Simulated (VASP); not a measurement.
# Li4Nb4O11 (a cell with a defect) in VASP: further runs, part 2 of 2

VASP 6.6.1. Earlier steps stand in the parts before.

## 4. Single point, PBE (atom 18 moved 0.625 of the way to it and +0.000 Å across, host rigid)

The input, INCAR:

```
PREC = Accurate ; ENCUT = 520
EDIFF = 1E-6 ; ISMEAR = 0
SIGMA = 0.05 ; LREAL = Auto
LASPH = True ; NELM = 80
ALGO = Normal ; ISIF = 2
LWAVE = False ; LCHARG = False
GGA = PE ; NELECT = 128.0
NBANDS = 80
```

The input, KPOINTS:

```
Automatic mesh
0
Gamma
  4 4 4
```

The input, POSCAR:

```
Li4Nb4O11
1.0
    5.2231019317      0.0000000000      0.0000000000
    0.0000000000      3.0155593063     -4.5984613597
    0.0000000000      6.0311186126      4.5984613597
Li Nb O
4 4 11
Direct
    0.0000000000      0.5000000000      0.2500000000
    0.5000000000      0.0000000000      0.7500000000
    0.0000000000      0.5000000000      0.7500000000
    0.5000000000      0.0000000000      0.2500000000
    0.5000000000      0.5000000000      0.5000000000
    0.0000000000      0.0000000000      0.0000000000
    0.0000000000      0.0000000000      0.5000000000
    0.5000000000      0.5000000000      0.0000000000
    0.8803293659      0.0000000000      0.2500000000
    0.3803293659      0.5000000000      0.7500000000
    0.8098353170      0.6901646830      0.9401646830
    0.8098353170      0.3098353170      0.5598353170
    0.3098353170      0.8098353170      0.0598353170
    0.1196706341      0.0000000000      0.7500000000
    0.6196706341      0.5000000000      0.2500000000
    0.6901646830      0.8098353170      0.5598353170
    0.1901646830      0.3098353170      0.0598353170
    0.2649588293      1.0026646830      0.4401646830
    0.6901646830      0.1901646830      0.9401646830
```

Command:

```bash
> cat potpaw_PBE.64/Li_sv/POTCAR potpaw_PBE.64/Nb_sv/POTCAR potpaw_PBE.64/O/POTCAR > POTCAR
> mpirun -np 1 vasp_std > vasp.out
```

Wall time 21 min (1 thread of Intel Xeon 6975P-C, shared host); peak memory 0.54 GiB.

The run converged. Its results:

```
Free energy   : -154.4294 eV
Largest force : 26.833 eV/Å
```

Forces on the atoms (eV/Å):
```
Li   -0.707  -1.249  -0.663
Li   -0.018   0.496   0.433
Li   -0.342   0.730   0.561
Li    0.587  -1.043  -0.468
Nb    6.786   2.970  -0.119
Nb   -0.294  -0.386  -0.034
Nb  -24.833   7.770   3.329
Nb    0.380  -0.193  -0.231
O    -0.428   0.275   0.557
O    -0.457  -2.976  -1.936
O    -0.371  -0.038   0.266
O    -1.872   0.636  -2.171
O     0.126  -0.091   0.474
O    -0.037  -0.351   0.105
O    -1.298   2.050   1.909
O    -2.693  -2.861   3.390
O     0.190   0.607   0.061
O    25.495  -6.666  -5.060
O    -0.214   0.321  -0.400
```

Levels at points of the mesh, in eV from the Fermi level:
| k point | band 60 | band 61 | band 62 | band 63 | band 64 | band 65 | band 66 | band 67 | band 68 | band 69 |
| --- | --- | --- | --- | --- | --- | --- | --- | --- | --- | --- |
| (0.00, 0.00, 0.00) | -0.97 | -0.94 | -0.47 | -0.43 | -0.34 | 0.62 | 1.16 | 1.38 | 1.59 | 2.45 |
| (0.50, 0.00, 0.00) | -1.14 | -0.87 | -0.84 | -0.45 | -0.32 | 0.43 | 1.42 | 1.63 | 2.12 | 2.49 |
| (0.00, 0.50, 0.00) | -1.13 | -0.96 | -0.81 | -0.43 | -0.41 | 0.87 | 1.47 | 1.70 | 1.90 | 2.75 |
| (0.50, 0.50, 0.00) | -1.14 | -0.94 | -0.92 | -0.86 | -0.84 | 0.44 | 1.36 | 1.47 | 1.59 | 2.40 |
| (0.00, 0.00, 0.50) | -0.99 | -0.90 | -0.44 | -0.40 | -0.27 | 0.57 | 1.16 | 1.82 | 2.06 | 2.45 |
| (0.50, 0.00, 0.50) | -0.91 | -0.70 | -0.58 | -0.44 | -0.32 | 0.40 | 1.73 | 1.97 | 2.12 | 2.43 |
| (0.00, 0.50, 0.50) | -0.89 | -0.74 | -0.63 | -0.42 | -0.40 | 0.93 | 1.62 | 1.85 | 2.02 | 2.82 |
| (0.50, 0.50, 0.50) | -1.14 | -0.98 | -0.95 | -0.87 | -0.78 | 0.40 | 1.52 | 1.85 | 2.03 | 2.90 |

Caveat: the cell carries a net charge on a neutralising background, which shifts energy and pressure; the cell differs from its parent crystal (atom 18 moved 0.625 of the way to it and +0.000 Å across, host rigid); the cell is charged against a uniform background, so pressure and absolute levels hang on convention; the cutoff is under 1.25 times the usual one of these potentials, so pressure, stress and relaxed cells hold a basis-set (Pulay) error.

## 5. Single point, PBE (atom 18 moved 0.625 of the way to it and +0.700 Å across, host rigid)

The input, INCAR:

```
SYSTEM = Li4Nb4O11
PREC = Accurate
ENCUT = 520
EDIFF = 1E-6
ISMEAR = 0
SIGMA = 0.05
LREAL = Auto
LASPH = .TRUE.
NELM = 80
ALGO = Normal
ISIF = 2
LWAVE = .FALSE.
LCHARG = .FALSE.
GGA = PE
NELECT = 128.0
NBANDS = 80
```

The input, KPOINTS:

```
regular mesh
0
G
  4 4 4
  0 0 0
```

POSCAR, as its differences from that of step 4:

```diff
@@ -25,3 +25,3 @@
     0.1901646830      0.3098353170      0.0598353170
-    0.2649588293      1.0026646830      0.4401646830
+    0.3956444584      0.9744465283      0.4401646830
     0.6901646830      0.1901646830      0.9401646830
```

Potentials or basis: VASP PAW PBE potentials, release 64 (Li_sv, Nb_sv, O).

Command:

```bash
> cat potpaw_PBE.64/Li_sv/POTCAR potpaw_PBE.64/Nb_sv/POTCAR potpaw_PBE.64/O/POTCAR > POTCAR
> mpirun -np 1 vasp_std > vasp.out
```

OUTCAR:

```text
SYSTEM = Li4Nb4O11
   PREC = Accurate
   ENCUT = 520
   EDIFF = 1E-6
   ISMEAR = 0
   LREAL = Auto
   LASPH = .TRUE.
   NELM = 80
   ISIF = 2
   GGA = PE
   NELECT = 128.0

 ion  position               nearest neighbor table
   1  0.000  0.500  0.250-  15 1.99  17 1.99
   2  0.500  0.000  0.750-  14 1.99  16 1.99  19 1.99
   3  0.000  0.500  0.750-  10 1.99  11 1.99  12 1.99
   4  0.500  0.000  0.250-  18 1.56   9 1.99  13 1.99
   5  0.500  0.500  0.500-  12 2.00  16 2.00  15 2.00  10 2.00
   6  0.000  0.000  0.000-  13 2.00  19 2.00  17 2.00  11 2.00   9 2.00  14 2.00
   7  0.000  0.000  0.500-  16 2.00  12 2.00  14 2.00   9 2.00  18 2.12
   8  0.500  0.500  0.000-  11 2.00  17 2.00  13 2.00  19 2.00  10 2.00  15 2.00
   9  0.880  0.000  0.250-   4 1.99   6 2.00   7 2.00
  10  0.380  0.500  0.750-   3 1.99   5 2.00   8 2.00
  11  0.810  0.690  0.940-   3 1.99   8 2.00   6 2.00
  12  0.810  0.310  0.560-   3 1.99   5 2.00   7 2.00
  13  0.310  0.810  0.060-   4 1.99   6 2.00   8 2.00
  14  0.120  0.000  0.750-   2 1.99   6 2.00   7 2.00
  15  0.620  0.500  0.250-   1 1.99   5 2.00   8 2.00
  16  0.690  0.810  0.560-   2 1.99   7 2.00   5 2.00
  17  0.190  0.310  0.060-   1 1.99   8 2.00   6 2.00
  18  0.396  0.974  0.440-   4 1.56   7 2.12
  19  0.690  0.190  0.940-   2 1.99   6 2.00   8 2.00

  LATTYP: Found a simple monoclinic cell.
 ALAT       =     5.4990403532
 B/A-ratio  =     0.9498206225
 C/A-ratio  =     1.3791878824
 COS(beta)  =    -0.0709408676

  Lattice vectors:

 A1 = (   0.0000000000,   3.0155593063,  -4.5984613597)
 A2 = (  -5.2231019317,   0.0000000000,   0.0000000000)
 A3 = (   0.0000000000,   6.0311186126,   4.5984613597)

Analysis of symmetry for initial positions (statically):
=====================================================================
 Subroutine PRICEL returns:
 Original cell was already a primitive cell.

 Routine SETGRP: Setting up the symmetry group for a
 simple monoclinic supercell.

 Subroutine GETGRP returns: Found  1 space group operations
 (whereof  1 operations were pure point group operations)
 out of a pool of  4 trial point group operations.

The static configuration has the point symmetry C_1 .

Analysis of symmetry for dynamics (positions and initial velocities):
=====================================================================
 Subroutine PRICEL returns:
 Original cell was already a primitive cell.

 Routine SETGRP: Setting up the symmetry group for a
 simple monoclinic supercell.

 Subroutine GETGRP returns: Found  1 space group operations
 (whereof  1 operations were pure point group operations)
 out of a pool of  4 trial point group operations.

The dynamic configuration has the point symmetry C_1 .

 Subroutine INISYM returns: Found  1 space group operations
 (whereof  1 operations are pure point group operations),
 and found     1 'primitive' translations

----------------------------------------------------------------------------------------

                                     Primitive cell

  volume of cell :     217.2852

  direct lattice vectors                    reciprocal lattice vectors
     5.223101932  0.000000000  0.000000000     0.191457110  0.000000000  0.000000000
     0.000000000  3.015559306 -4.598461360     0.000000000  0.110537814 -0.144976029
     0.000000000  6.031118613  4.598461360     0.000000000  0.110537814  0.072488014

  length of vectors
     5.223101932  5.499040353  7.584209820     0.191457110  0.182309235  0.132185932
[... 98 lines left out ...]
   number of dos      NEDOS =    301   number of ions     NIONS =     19
   total plane-waves  NPLWV =  94080
   dimension x,y,z NGX =    40 NGY =   42 NGZ =   56
   dimension x,y,z NGXF=    80 NGYF=   84 NGZF=  112
   ions per type =               4   4  11
   NGX,Y,Z   is equivalent  to a cutoff of  12.73, 12.70, 12.28 a.u.
   NGXF,Y,Z  is equivalent  to a cutoff of  25.46, 25.39, 24.55 a.u.
 SYSTEM =  Li4Nb4O11
   PREC   = accura    normal or accurate (medium, high low for compatibility)
   ISTART =      0    job   : 0-new  1-cont  2-samecut
   ICHARG =      2    charge: 1-file 2-atom 10-const
   ISPIN  =      1    spin polarized calculation?
   LNONCOLLINEAR =      F non collinear calculations
   LSORBIT =      F    spin-orbit coupling
   LASPH  =      T    aspherical Exc in radial PAW
   ENCUT  =  520.0 eV  38.22 Ry    6.18 a.u.   9.71 10.22 14.10*2*pi/ulx,y,z
   NELM   =     80;   NELMIN=  2; NELMDL= -5     # of ELM steps
   EDIFF  = 0.1E-05   stopping-criterion for ELM
   LREAL  =      T    real-space projection
   EDIFFG = 0.1E-04   stopping-criterion for IOM
   NSW    =      0    number of steps for IOM
   IBRION =     -1    ionic relax: 0-MD 1-quasi-New 2-CG
   NFREE  =      0    steps in history (QN), initial steepest desc. (CG)
   ISIF   =      2    stress and relaxation
   ISYM   =      2    0-nonsym 1-usesym 2-fastsym
   POTIM  = 0.5000    time-step for ionic-motion
   TEBEG  =    0.0;   TEEND  =   0.0 temperature during run
   PSTRESS=    0.0 pullay stress
   NELECT =     128.0000    total number of electrons
   NUPDOWN=      -1.0000    fix difference up-down
   EMIN   =  10.00;   EMAX   =-10.00  energy-range for DOS
   EFERMI =   0.00;   METHOD = LEGACY
   ISMEAR =     0;   SIGMA  =   0.05  broadening in eV -4-tet -1-fermi 0-gaus
   EFERMI_NEDOS =   21; number of points for ismear=-14 and -15
   IALGO  =     38    algorithm
   IMIX   =      4    mixing-type and parameters
     AMIX     =   0.40;   BMIX     =  1.00
     AMIX_MAG =   1.60;   BMIX_MAG =  1.00
  volume/ion in A,a.u.               =      11.44        77.17
  Fermi-wavevector in a.u.,A,eV,Ry     =   1.372360  2.593385 25.624837  1.883372
  Thomas-Fermi vector in A             =   2.497974
   LORBIT       =      0    0 simple, 1 ext, 2 COOP (PROOUT), +10 PAW based schemes
   GGA     = PE    functional components
   LHFCALC =     F    Hartree Fock is set to
   AEXX    =    0.0000 exact exchange contribution
   IVDW    =     0    specifies the selected vdW correction
   LEPSILON=     F    determine dielectric tensor
   LRPA    =     F    only Hartree local field effects (RPA)
 non-spin polarized calculation
 Gauss-broadening in eV      SIGMA  =   0.05
  energy-cutoff  :      520.00
  volume of cell :      217.29
 maximum number of plane-waves:      5888
 NGX is ok and might be reduce to    40
   NGX = 19   NGY = 21   NGZ = 29

 number of electron     127.9999975 magnetization

 Free energy of the ion-electron system (eV)
  ---------------------------------------------------
  ext. energy  EPLUGINS =         0.00000000
  ---------------------------------------------------
  free energy    TOTEN  =      -156.47287707 eV

  energy without entropy =     -156.47287707  energy(sigma->0) =     -156.47287707

 E-fermi :   4.2771     XC(G=0): -10.3414

 val. band max:        3.9694135501   @ k =   0.5000   0.0000   0.5000
 cond. band min:       4.4906846765   @ k =   0.5000   0.0000   0.5000
 fundamental gap:      0.5212711264
 Fermi energy:         4.2770622177

 k-point     1 :       0.0000    0.0000    0.0000
  band No.  band energies     occupation
      1     -52.4324      2.00000
      2     -51.5967      2.00000
      3     -50.7168      2.00000
      4     -50.5926      2.00000
      5     -40.2830      2.00000
      6     -39.2036      2.00000
[... 1885 lines left out ...]
     75       8.0401      0.00000
     76       8.1826      0.00000

 [... further k-points ...]

 [bands above 76 left out]

------------------------ aborting loop because EDIFF is reached ----------------------------------------

  FORCE on cell =-STRESS in cart. coord.  units (eV):
  Direction    XX          YY          ZZ          XY          YZ          ZX
  --------------------------------------------------------------------------------------
  -------------------------------------------------------------------------------------
  Total      -26.0043197    -21.5356862    -22.9815664      0.3998009      3.3144472      2.4863827
  in kB     -191.7458206   -158.7958413   -169.4572044      2.9479774     24.4394548     18.3336269
  external PRESSURE =    -173.3329554 kB  Pullay stress =       0.0000000 kB

 VOLUME and BASIS-vectors are now :
 -----------------------------------------------------------------------------
  energy-cutoff  :      520.00
  volume of cell :      217.29
      direct lattice vectors                 reciprocal lattice vectors
     5.223101932  0.000000000  0.000000000     0.191457110  0.000000000  0.000000000
     0.000000000  3.015559306 -4.598461360     0.000000000  0.110537814 -0.144976029
     0.000000000  6.031118613  4.598461360     0.000000000  0.110537814  0.072488014

 POSITION                                       TOTAL-FORCE (eV/Angst)
 -----------------------------------------------------------------------------------
      0.00000      3.01556     -1.14962        -0.563131     -1.140753     -0.611182
      2.61155      4.52334      3.44885        -0.113752      0.285667      0.176458
      0.00000      6.03112      1.14962        -0.260363      0.697183      0.527376
      2.61155      1.50778      1.14962         1.322741     -2.958377     -2.400058
      2.61155      4.52334      0.00000         5.044897      1.809349     -0.308195
      0.00000      0.00000      0.00000        -0.029462     -0.387617     -0.054635
[... 11 lines left out ...]
      2.06649      5.59319     -2.45687        -6.575868      2.970519      0.753446
      3.60480      6.24370      3.44885        -0.035471      0.208822     -0.248837
 -----------------------------------------------------------------------------------
    total drift:                                0.000841      0.001375     -0.002385

  FREE ENERGIE OF THE ION-ELECTRON SYSTEM (eV)
  ---------------------------------------------------
  free  energy   TOTEN  =      -156.4728770694 eV

  energy  without entropy=     -156.4728770694  energy(sigma->0) =     -156.47287707
```

Run time: 20 min. Hardware: 1 thread of Intel Xeon Platinum 8259CL at 2.50GHz (Skylake/Cascade Lake), shared host; peak memory 0.53 GiB.

Results:

| Property | Result |
| --- | --- |
| Free energy | -156.4729 eV |
| Largest force | 7.255 eV/Å |

Forces in eV/Å, atoms in the order of the input:
```
Li  -0.563 -1.141 -0.611
Li  -0.114  0.286  0.176
Li  -0.260  0.697  0.527
Li   1.323 -2.958 -2.400
Nb   5.045  1.809 -0.308
Nb  -0.029 -0.388 -0.055
Nb   0.446  1.014 -0.785
Nb   0.232  0.101 -0.124
O    0.811  1.494  1.500
O   -0.341 -2.811 -1.937
O   -0.240  0.032  0.101
O   -0.077 -0.434 -0.654
O   -0.068 -0.333  0.278
O   -0.482 -1.346 -0.834
O   -1.064  1.936  1.892
O    1.904 -1.539  2.652
O    0.090  0.402  0.076
O   -6.576  2.971  0.753
O   -0.035  0.209 -0.249
```

Caveat: the cell carries a net charge on a neutralising background, which shifts energy and pressure; the cell differs from its parent crystal (atom 18 moved 0.625 of the way to it and +0.700 Å across, host rigid); the cell is charged against a uniform background, so pressure and absolute levels hang on convention; the cutoff is under 1.25 times the usual one of these potentials, so pressure, stress and relaxed cells hold a basis-set (Pulay) error.

## 6. Single point, PBE (atom 18 moved 1.000 of the way to it and -0.525 Å across, host rigid)

The input, INCAR:

```
SYSTEM = Li4Nb4O11
  PREC = Accurate
  ENCUT = 520
  EDIFF = 1E-6
  ISMEAR = 0
  SIGMA = 0.05
  LREAL = Auto
  LASPH = .True.
  NELM = 100
  ALGO = Normal
  ISIF = 2
  LWAVE = .False.
  LCHARG = .False.
  GGA = PE
  NBANDS = 80
  NELECT = 128.0
```

The input, KPOINTS:

```
Automatic mesh
0
Gamma
  4 4 4
  0 0 0
```

POSCAR, as its differences from that of step 5:

```diff
@@ -25,3 +25,3 @@
     0.1901646830      0.3098353170      0.0598353170
-    0.3956444584      0.9744465283      0.4401646830
+    0.2118210952      1.2113282990      0.4401646830
     0.6901646830      0.1901646830      0.9401646830
```

Potentials or basis: VASP PAW PBE potentials, release 64 (Li_sv, Nb_sv, O).

Command:

```bash
> cat potpaw_PBE.64/Li_sv/POTCAR potpaw_PBE.64/Nb_sv/POTCAR potpaw_PBE.64/O/POTCAR > POTCAR
> mpirun -np 1 vasp_std > vasp.out
```

It took 31 min on 1 thread of AMD EPYC 7R43 (Zen 3), shared host; peak memory 0.48 GiB.

The run converged. Its results:

```yaml
Free_energy: -157.9341 eV
Largest_force: 9.217 eV/Å
```

Forces on the atoms (eV/Å):
```
Li  -0.438 -1.228 -0.186
Li   0.107  0.544  0.371
Li  -0.199  0.591  0.569
Li   0.261 -0.575 -0.566
Nb   4.808  0.763  2.343
Nb  -0.384  0.045 -0.034
Nb  -4.998  1.032  2.107
Nb   0.194 -0.446 -0.171
O   -0.071  0.189  1.624
O   -0.225 -2.097 -1.740
O   -0.224  0.020  0.114
O   -2.891  0.424 -0.863
O    0.021  0.248  0.390
O    0.188 -1.894 -0.571
O   -1.059  1.882  1.476
O   -2.354 -1.405  0.954
O    0.127  0.180  0.031
O    7.078  1.548 -5.696
O    0.058  0.177 -0.151
```

Levels at points of the mesh, in eV from the Fermi level:
```csv
k point,band 61,band 62,band 63,band 64,band 65,band 66,band 67,band 68
"(0.00, 0.00, 0.00)",-0.94,-0.53,-0.48,-0.40,0.30,1.35,1.47,1.66
"(0.50, 0.00, 0.00)",-1.07,-0.87,-0.49,-0.39,1.19,1.34,1.67,2.10
"(0.00, 0.50, 0.00)",-1.10,-0.93,-0.50,-0.46,1.17,1.38,1.67,2.12
"(0.50, 0.50, 0.00)",-1.09,-1.01,-0.92,-0.85,0.46,1.44,1.50,1.56
"(0.00, 0.00, 0.50)",-0.98,-0.51,-0.45,-0.35,0.23,1.36,2.06,2.26
"(0.50, 0.00, 0.50)",-0.85,-0.74,-0.48,-0.38,1.07,1.39,2.04,2.31
"(0.00, 0.50, 0.50)",-0.87,-0.81,-0.49,-0.45,1.03,1.44,2.03,2.40
"(0.50, 0.50, 0.50)",-1.06,-1.02,-0.98,-0.89,0.44,1.44,2.10,2.20
```

Caveat: the cell carries a net charge on a neutralising background, which shifts energy and pressure; the cell differs from its parent crystal (atom 18 moved 1.000 of the way to it and -0.525 Å across, host rigid); the cell is charged against a uniform background, so pressure and absolute levels hang on convention; the cutoff is under 1.25 times the usual one of these potentials, so pressure, stress and relaxed cells hold a basis-set (Pulay) error.
